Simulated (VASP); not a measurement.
# NaI (Fm-3m) in VASP: further runs

Runs on NaI. Level: PBE. Tasks: single point.

All numbers are computed with VASP 6.6.1; they aren't measurements. Logs are shortened: lines on timing, memory, paths and dates and some standing lists are left out, and cuts for length are marked.

**1. The cell of the first run**

The structure is cubic, space group Fm-3m (No. 225). Conventional cell: a = 6.459 Å, b = 6.459 Å, c = 6.459 Å, α = 90.00°, β = 90.00°, γ = 90.00°. Within 4.2 Å of Na (site symmetry m-3m) lie 6 I at 3.23 Å. I (site symmetry m-3m) has 6 Na at 3.23 Å within 4.2 Å.

**2. Single point, PBE**

INCAR

```
SYSTEM = NaI
PREC = Accurate
ENCUT = 520
EDIFF = 1E-7
ISMEAR = 0
SIGMA = 0.01
LREAL = .FALSE.
LASPH = .TRUE.
NELM = 80
ALGO = Normal
ISIF = 2
LWAVE = .FALSE.
LCHARG = .FALSE.
GGA = PE
NBANDS = 14
```

KPOINTS

```
regular mesh
0
G
  4 4 4
  0 0 0
```

POSCAR

```
NaI
1.0
    0.0000000000      3.2296783870      3.2296783870
    3.2296783870      0.0000000000      3.2296783870
    3.2296783870      3.2296783870      0.0000000000
Na I
1 1
Direct
    0.0000000000      0.0000000000      0.0000000000
    0.5000000000      0.5000000000      0.5000000000
```

Potentials or basis: VASP PAW PBE potentials, release 64 (Na_pv, I).

The run is started by

```sh
$ cat potpaw_PBE.64/Na_pv/POTCAR potpaw_PBE.64/I/POTCAR > POTCAR
$ mpirun -np 1 vasp_std > vasp.out
```

OUTCAR:

```text
SYSTEM = NaI
   PREC = Accurate
   ENCUT = 520
   EDIFF = 1E-7
   ISMEAR = 0
   LREAL = .FALSE.
   LASPH = .TRUE.
   NELM = 80
   ISIF = 2
   GGA = PE

 ion  position               nearest neighbor table
   1  0.000  0.000  0.000-
   2  0.500  0.500  0.500-

  LATTYP: Found a face centered cubic cell.
 ALAT       =     6.4593567740

  Lattice vectors:

 A1 = (   0.0000000000,   3.2296783870,   3.2296783870)
 A2 = (   3.2296783870,   0.0000000000,   3.2296783870)
 A3 = (   3.2296783870,   3.2296783870,   0.0000000000)

Analysis of symmetry for initial positions (statically):
=====================================================================
 Subroutine PRICEL returns:
 Original cell was already a primitive cell.

 Routine SETGRP: Setting up the symmetry group for a
 face centered cubic supercell.

 Subroutine GETGRP returns: Found 48 space group operations
 (whereof 48 operations were pure point group operations)
 out of a pool of 48 trial point group operations.

The static configuration has the point symmetry O_h .

Analysis of symmetry for dynamics (positions and initial velocities):
=====================================================================
 Subroutine PRICEL returns:
 Original cell was already a primitive cell.

 Routine SETGRP: Setting up the symmetry group for a
 face centered cubic supercell.

 Subroutine GETGRP returns: Found 48 space group operations
 (whereof 48 operations were pure point group operations)
 out of a pool of 48 trial point group operations.

The dynamic configuration has the point symmetry O_h .

 Subroutine INISYM returns: Found 48 space group operations
 (whereof 48 operations are pure point group operations),
 and found     1 'primitive' translations

----------------------------------------------------------------------------------------

                                     Primitive cell

  volume of cell :      67.3764

  direct lattice vectors                    reciprocal lattice vectors
     0.000000000  3.229678387  3.229678387    -0.154814177  0.154814177  0.154814177
     3.229678387  0.000000000  3.229678387     0.154814177 -0.154814177  0.154814177
     3.229678387  3.229678387  0.000000000     0.154814177  0.154814177 -0.154814177

  length of vectors
     4.567454977  4.567454977  4.567454977     0.268146020  0.268146020  0.268146020

  position of ions in fractional coordinates (direct lattice)
     0.000000000  0.000000000  0.000000000
[... 71 lines left out ...]
   PSTRESS=    0.0 pullay stress
   NELECT =      14.0000    total number of electrons
   NUPDOWN=      -1.0000    fix difference up-down
   EMIN   =  10.00;   EMAX   =-10.00  energy-range for DOS
   EFERMI =   0.00;   METHOD = LEGACY
   ISMEAR =     0;   SIGMA  =   0.01  broadening in eV -4-tet -1-fermi 0-gaus
   EFERMI_NEDOS =   21; number of points for ismear=-14 and -15
   IALGO  =     38    algorithm
   IMIX   =      4    mixing-type and parameters
     AMIX     =   0.40;   BMIX     =  1.00
     AMIX_MAG =   1.60;   BMIX_MAG =  1.00
  volume/ion in A,a.u.               =      33.69       227.34
  Fermi-wavevector in a.u.,A,eV,Ry     =   0.969650  1.832372 12.792479  0.940221
  Thomas-Fermi vector in A             =   2.099720
   LORBIT       =      0    0 simple, 1 ext, 2 COOP (PROOUT), +10 PAW based schemes
   GGA     = PE    functional components
   LHFCALC =     F    Hartree Fock is set to
   AEXX    =    0.0000 exact exchange contribution
   IVDW    =     0    specifies the selected vdW correction
   LEPSILON=     F    determine dielectric tensor
   LRPA    =     F    only Hartree local field effects (RPA)
 non-spin polarized calculation
 Gauss-broadening in eV      SIGMA  =   0.01
  energy-cutoff  :      520.00
  volume of cell :       67.38
 maximum number of plane-waves:      1837
 NGX is ok and might be reduce to    36
   NGX = 17   NGY = 17   NGZ = 17

 number of electron      13.9999994 magnetization

 Free energy of the ion-electron system (eV)
  ---------------------------------------------------
  ext. energy  EPLUGINS =         0.00000000
  ---------------------------------------------------
  free energy    TOTEN  =        -5.37794782 eV

  energy without entropy =       -5.37794782  energy(sigma->0) =       -5.37794782

 E-fermi :   0.8997     XC(G=0):  -7.7274

 val. band max:        0.8553318227   @ k =   0.0000   0.0000   0.0000
 cond. band min:       4.5106102991   @ k =   0.0000   0.0000   0.0000
 fundamental gap:      3.6552784764
 Fermi energy:         0.8996975367

 k-point     1 :       0.0000    0.0000    0.0000
  band No.  band energies     occupation
      1     -21.5853      2.00000
      2     -21.5853      2.00000
      3     -21.5853      2.00000
      4     -10.1770      2.00000
      5       0.8553      2.00000
      6       0.8553      2.00000
      7       0.8553      2.00000
      8       4.5106      0.00000
      9       8.7824      0.00000
     10       8.7824      0.00000
     11       8.7824      0.00000
     12      10.6105      0.00000
     13      10.6105      0.00000
     14      11.2940      0.00000
[... 105 lines left out ...]
      1     -21.5882      2.00000
      2     -21.5881      2.00000
      3     -21.5871      2.00000
      4      -9.7698      2.00000
      5      -0.5666      2.00000
      6      -0.5666      2.00000
      7      -0.0878      2.00000
      8       6.6886      0.00000
      9       8.3418      0.00000
     10       8.3418      0.00000
     11       8.7774      0.00000
     12      12.8670      0.00000
     13      12.8670      0.00000
     14      13.5873      0.00000

------------------------ aborting loop because EDIFF is reached ----------------------------------------

  FORCE on cell =-STRESS in cart. coord.  units (eV):
  Direction    XX          YY          ZZ          XY          YZ          ZX
  --------------------------------------------------------------------------------------
  -------------------------------------------------------------------------------------
  Total        0.2492374      0.2492374      0.2492374     -0.0000000      0.0000000     -0.0000000
  in kB        5.9267402      5.9267402      5.9267402     -0.0000000      0.0000000     -0.0000000
  external PRESSURE =       5.9267402 kB  Pullay stress =       0.0000000 kB

 VOLUME and BASIS-vectors are now :
 -----------------------------------------------------------------------------
  energy-cutoff  :      520.00
  volume of cell :       67.38
      direct lattice vectors                 reciprocal lattice vectors
     0.000000000  3.229678387  3.229678387    -0.154814177  0.154814177  0.154814177
     3.229678387  0.000000000  3.229678387     0.154814177 -0.154814177  0.154814177
     3.229678387  3.229678387  0.000000000     0.154814177  0.154814177 -0.154814177

 POSITION                                       TOTAL-FORCE (eV/Angst)
 -----------------------------------------------------------------------------------
      0.00000      0.00000      0.00000        -0.000000      0.000000     -0.000000
      3.22968      3.22968      3.22968         0.000000     -0.000000      0.000000
 -----------------------------------------------------------------------------------
    total drift:                                0.000000      0.000000      0.000000

  FREE ENERGIE OF THE ION-ELECTRON SYSTEM (eV)
  ---------------------------------------------------
  free  energy   TOTEN  =        -5.3779478226 eV

  energy  without entropy=       -5.3779478226  energy(sigma->0) =       -5.37794782
```

OSZICAR:

```text
N       E                     dE             d eps       ncg     rms          rms(c)
DAV:   1     0.860477934144E+02    0.86048E+02   -0.64768E+03   224   0.876E+02
DAV:   2     0.817116800270E+00   -0.85231E+02   -0.80673E+02   242   0.228E+02
DAV:   3    -0.529729947600E+01   -0.61144E+01   -0.60799E+01   302   0.591E+01
DAV:   4    -0.544310647125E+01   -0.14581E+00   -0.14578E+00   270   0.953E+00
DAV:   5    -0.544601920148E+01   -0.29127E-02   -0.29127E-02   310   0.125E+00    0.163E+00
DAV:   6    -0.538456174736E+01    0.61457E-01   -0.69697E-02   248   0.155E+00    0.111E+00
DAV:   7    -0.537586074366E+01    0.87010E-02   -0.64674E-02   278   0.131E+00    0.618E-01
DAV:   8    -0.537796650692E+01   -0.21058E-02   -0.52884E-03   242   0.582E-01    0.182E-01
DAV:   9    -0.537793083525E+01    0.35672E-04   -0.21267E-04   278   0.128E-01    0.388E-02
DAV:  10    -0.537794657156E+01   -0.15736E-04   -0.36768E-05   266   0.613E-02    0.986E-03
DAV:  11    -0.537794747053E+01   -0.89897E-06   -0.41314E-06   278   0.206E-02    0.190E-03
DAV:  12    -0.537794778385E+01   -0.31332E-06   -0.54412E-07   278   0.473E-03    0.910E-04
DAV:  13    -0.537794782256E+01   -0.38709E-07   -0.13776E-08   214   0.102E-03
   1 F= -.53779478E+01 E0= -.53779478E+01  d E =-.748142E-12
```

Run time: 16 s. Hardware: 1 thread of Intel Xeon 8259CL, shared host; peak memory 0.2 GiB.

What came out:

```
Free energy            : -5.3779 eV
Pressure               : 0.6 GPa
Band gap on the k mesh : 3.66 eV, direct
```

Caveat: the k points lie up to 0.42 Å⁻¹ apart; spin-orbit coupling is left out, which moves the levels of the heavy elements.

**3. Single point, PBE**

INCAR

```
  PREC = Accurate
  ENCUT = 520
  EDIFF = 1E-6
  ISMEAR = 0
  SIGMA = 0.01
  LREAL = F
  LASPH = T
  NELM = 80
  ALGO = Normal
  ISIF = 2
  LWAVE = F
  LCHARG = F
  GGA = PE
  NBANDS = 14
```

KPOINTS

```
regular mesh
0
Gamma
  4 4 4
```

POSCAR is that of step 2.

Potentials or basis: VASP PAW PBE potentials, release 64 (Na_pv, I).

The run is started by

```sh
$ cat potpaw_PBE.64/Na_pv/POTCAR potpaw_PBE.64/I/POTCAR > POTCAR
$ mpirun -np 1 vasp_std > vasp.out
```

OUTCAR:

```text
PREC = Accurate
   ENCUT = 520
   EDIFF = 1E-6
   ISMEAR = 0
   LREAL = F
   LASPH = T
   NELM = 80
   ISIF = 2
   GGA = PE

 ion  position               nearest neighbor table
   1  0.000  0.000  0.000-
   2  0.500  0.500  0.500-

  LATTYP: Found a face centered cubic cell.
 ALAT       =     6.4593567740

  Lattice vectors:

 A1 = (   0.0000000000,   3.2296783870,   3.2296783870)
 A2 = (   3.2296783870,   0.0000000000,   3.2296783870)
 A3 = (   3.2296783870,   3.2296783870,   0.0000000000)

Analysis of symmetry for initial positions (statically):
=====================================================================
 Subroutine PRICEL returns:
 Original cell was already a primitive cell.

 Routine SETGRP: Setting up the symmetry group for a
 face centered cubic supercell.

 Subroutine GETGRP returns: Found 48 space group operations
 (whereof 48 operations were pure point group operations)
 out of a pool of 48 trial point group operations.

The static configuration has the point symmetry O_h .

Analysis of symmetry for dynamics (positions and initial velocities):
=====================================================================
 Subroutine PRICEL returns:
 Original cell was already a primitive cell.

 Routine SETGRP: Setting up the symmetry group for a
 face centered cubic supercell.

 Subroutine GETGRP returns: Found 48 space group operations
 (whereof 48 operations were pure point group operations)
 out of a pool of 48 trial point group operations.

The dynamic configuration has the point symmetry O_h .

 Subroutine INISYM returns: Found 48 space group operations
 (whereof 48 operations are pure point group operations),
 and found     1 'primitive' translations

----------------------------------------------------------------------------------------

                                     Primitive cell

  volume of cell :      67.3764
[... 99 lines left out ...]
   AEXX    =    0.0000 exact exchange contribution
   IVDW    =     0    specifies the selected vdW correction
   LEPSILON=     F    determine dielectric tensor
   LRPA    =     F    only Hartree local field effects (RPA)
 non-spin polarized calculation
 Gauss-broadening in eV      SIGMA  =   0.01
  energy-cutoff  :      520.00
  volume of cell :       67.38
 maximum number of plane-waves:      1837
 NGX is ok and might be reduce to    36
   NGX = 17   NGY = 17   NGZ = 17

 number of electron      13.9999994 magnetization

 Free energy of the ion-electron system (eV)
  ---------------------------------------------------
  ext. energy  EPLUGINS =         0.00000000
  ---------------------------------------------------
  free energy    TOTEN  =        -5.37794747 eV

  energy without entropy =       -5.37794747  energy(sigma->0) =       -5.37794747

 E-fermi :   0.8994     XC(G=0):  -7.7276

 val. band max:        0.8549977652   @ k =   0.0000   0.0000   0.0000
 cond. band min:       4.5102114736   @ k =   0.0000   0.0000   0.0000
 fundamental gap:      3.6552137084
 Fermi energy:         0.8993896714

 k-point     1 :       0.0000    0.0000    0.0000
  band No.  band energies     occupation
      1     -21.5858      2.00000
      2     -21.5858      2.00000
      3     -21.5858      2.00000
      4     -10.1774      2.00000
      5       0.8550      2.00000
      6       0.8550      2.00000
      7       0.8550      2.00000
      8       4.5102      0.00000
      9       8.7823      0.00000
     10       8.7823      0.00000
     11       8.7823      0.00000
     12      10.6105      0.00000
     13      10.6105      0.00000
     14      11.2930      0.00000
[... 105 lines left out ...]
      1     -21.5887      2.00000
      2     -21.5887      2.00000
      3     -21.5876      2.00000
      4      -9.7703      2.00000
      5      -0.5669      2.00000
      6      -0.5669      2.00000
      7      -0.0881      2.00000
      8       6.6884      0.00000
      9       8.3413      0.00000
     10       8.3413      0.00000
     11       8.7773      0.00000
     12      12.8668      0.00000
     13      12.8668      0.00000
     14      13.5872      0.00000

------------------------ aborting loop because EDIFF is reached ----------------------------------------

  FORCE on cell =-STRESS in cart. coord.  units (eV):
  Direction    XX          YY          ZZ          XY          YZ          ZX
  --------------------------------------------------------------------------------------
  -------------------------------------------------------------------------------------
  Total        0.2545488      0.2545488      0.2545488     -0.0000000      0.0000000     -0.0000000
  in kB        6.0530432      6.0530432      6.0530432     -0.0000000      0.0000000     -0.0000000
  external PRESSURE =       6.0530432 kB  Pullay stress =       0.0000000 kB

 VOLUME and BASIS-vectors are now :
 -----------------------------------------------------------------------------
  energy-cutoff  :      520.00
  volume of cell :       67.38
      direct lattice vectors                 reciprocal lattice vectors
     0.000000000  3.229678387  3.229678387    -0.154814177  0.154814177  0.154814177
     3.229678387  0.000000000  3.229678387     0.154814177 -0.154814177  0.154814177
     3.229678387  3.229678387  0.000000000     0.154814177  0.154814177 -0.154814177

 POSITION                                       TOTAL-FORCE (eV/Angst)
 -----------------------------------------------------------------------------------
      0.00000      0.00000      0.00000         0.000000      0.000000     -0.000000
      3.22968      3.22968      3.22968        -0.000000     -0.000000      0.000000
 -----------------------------------------------------------------------------------
    total drift:                                0.000000      0.000000      0.000000

  FREE ENERGIE OF THE ION-ELECTRON SYSTEM (eV)
  ---------------------------------------------------
  free  energy   TOTEN  =        -5.3779474705 eV

  energy  without entropy=       -5.3779474705  energy(sigma->0) =       -5.37794747
```

Wall time 14 s (1 thread of Intel Xeon 8259CL, shared host); peak memory 0.2 GiB.

Results:

```yaml
Free_energy: -5.3779 eV
Pressure: 0.6 GPa
Band_gap_on_the_k_mesh: 3.66 eV, direct
```

Caveat: the k points lie up to 0.42 Å⁻¹ apart; spin-orbit coupling is left out, which moves the levels of the heavy elements. PBE gaps usually lie below the measured ones, often by a third to a half.

**4. Single point, PBE**

INCAR

```
SYSTEM = NaI
ALGO = Normal
EDIFF = 1E-6
ENCUT = 520
GGA = PE
ISIF = 2
ISMEAR = -1
LASPH = .TRUE.
LCHARG = .FALSE.
LREAL = .FALSE.
LWAVE = .FALSE.
NBANDS = 14
NELM = 100
PREC = Accurate
SIGMA = 0.02
```

KPOINTS

```
k-points
0
G
  8 8 8
  0 0 0
```

POSCAR is that of step 3.

The run is started by

```sh
$ cat potpaw_PBE.64/Na_pv/POTCAR potpaw_PBE.64/I/POTCAR > POTCAR
$ mpirun -np 1 vasp_std > vasp.out
```

Run time: 39 s. Hardware: 1 thread of Intel Xeon 8259CL, shared host; peak memory 0.21 GiB.

The run converged. Its results:

* Free energy: -5.3838 eV
* Pressure: 0.6 GPa
* Band gap on the k mesh: 3.66 eV, direct

Levels at points of the mesh, in eV from the valence-band top:
```
           k point  band 3  band 4  band 5  band 6  band 7  band 8  band 9  band 10  band 11  band 12
(0.00, 0.00, 0.00)  -22.43  -11.03    0.00    0.00    0.00    3.66    7.93     7.93     7.93     9.76
(0.50, 0.00, 0.00)  -22.43  -10.71   -2.20   -0.29   -0.29    5.09    7.45     7.45     8.78    10.32
(0.50, 0.50, 0.00)  -22.43  -10.64   -1.92   -0.75   -0.75    4.50    5.54     9.91    11.34    11.34
```

Caveat: spin-orbit coupling is left out, which moves the levels of the heavy elements.
